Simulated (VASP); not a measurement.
TiO2: relaxation of cell and atoms with r2SCAN

TiO2:

```
Ti O
1.0
     4.59695    0.00000    0.00000
     0.00000    4.59695    0.00000
     0.00000    0.00000    2.95354
Ti O
2 4
Direct
  0.00000 0.00000 0.00000
  0.50000 0.50000 0.50000
  0.30463 0.30463 0.00000
  0.19537 0.80463 0.50000
  0.69537 0.69537 0.00000
  0.80463 0.19537 0.50000
```

```yaml
Program: VASP 6.6.1
Task: relaxation of cell and atoms
Functional: r2SCAN
Potentials_or_basis: VASP PAW PBE potentials, release 64 (Ti_sv, O)
Cutoff: 600 eV
k_mesh: 4 × 4 × 6
Occupations: gaussian, width 0.01 eV
Spin: no spin polarisation
Target_pressure: 4 GPa
Dipole_correction: no
Further_INCAR_settings: ALGO = Normal; EDIFF = 1e-07; IBRION = 2; EDIFFG = -0.002; NSW = 100; ISIF = 3
```

| Item | Value |
| --- | --- |
| Relaxed volume | 10.27 Å³/atom |
| Relaxed cell | a = 4.569 Å, b = 4.569 Å, c = 2.951 Å, α = 90.00°, β = 90.00°, γ = 90.00° |
| Space group after relaxing (to 0.1 Å) | P4_2/mnm (No. 136) |
| Energy change on relaxing (the run minimises the enthalpy) | +2.0 meV/atom |
| Ionic steps | 10 |
| Pressure after relaxing | 4.0 GPa |
| Band gap on the k mesh | 2.23 eV |

Step by step:
| step | energy change (eV) | largest force (eV/Å) | pressure (GPa) | volume (Å³) |
| --- | --- | --- | --- | --- |
| 1 | 0.0000 | 0.0320 | 1.03 | 62.41 |
| 2 | 0.0486 | 0.1390 | 8.42 | 60.69 |
| 3 | 0.0115 | 0.0786 | 4.12 | 61.66 |
| 4 | 0.0118 | 0.0005 | 4.03 | 61.61 |
| 5 | 0.0119 | 0.0051 | 4.02 | 61.60 |
| 6 | 0.0119 | 0.0066 | 4.03 | 61.60 |
| 7 | 0.0116 | 0.0031 | 3.97 | 61.61 |
| 8 | 0.0116 | 0.0027 | 3.97 | 61.62 |
| 9 | 0.0119 | 0.0024 | 4.02 | 61.60 |
| 10 | 0.0118 | 0.0009 | 4.01 | 61.61 |

Final structure:
```
CELL_PARAMETERS angstrom
4.56912 0.00000 0.00000
0.00000 4.56912 0.00000
0.00000 0.00000 2.95096
ATOMIC_POSITIONS crystal
Ti 0.00000 0.00000 0.00000
Ti 0.50000 0.50000 0.50000
O 0.30401 0.30401 0.00000
O 0.19599 0.80401 0.50000
O 0.69599 0.69599 0.00000
O 0.80401 0.19599 0.50000
```

Levels at points of the mesh, in eV from the valence-band top:
```csv
k point,band 22,band 23,band 24,band 25,band 26,band 27
"(0.00, 0.00, 0.00)",-0.51,-0.51,0.00,2.23,2.56,2.78
"(0.50, 0.00, 0.00)",-1.76,-0.79,-0.79,2.93,2.93,3.45
"(0.50, 0.50, 0.00)",-1.43,-1.15,-1.15,2.27,2.27,2.91
"(0.00, 0.00, 0.50)",-2.49,-1.50,-1.50,3.38,3.38,3.60
"(0.50, 0.00, 0.50)",-2.11,-1.13,-1.13,2.30,2.30,3.63
"(0.50, 0.50, 0.50)",-1.37,-0.72,-0.72,3.00,3.00,3.62
```

It took 31 min on 1 thread of Oxide Virtual Turin-like Processor, with other jobs on the host, peak memory 0.2 GiB.

Caveat: the cell is relaxed towards a set pressure, so the run minimises the enthalpy, not the energy; the PAW data sets were made with another functional, which shifts forces and pressure a little. A k mesh can miss the band edges.
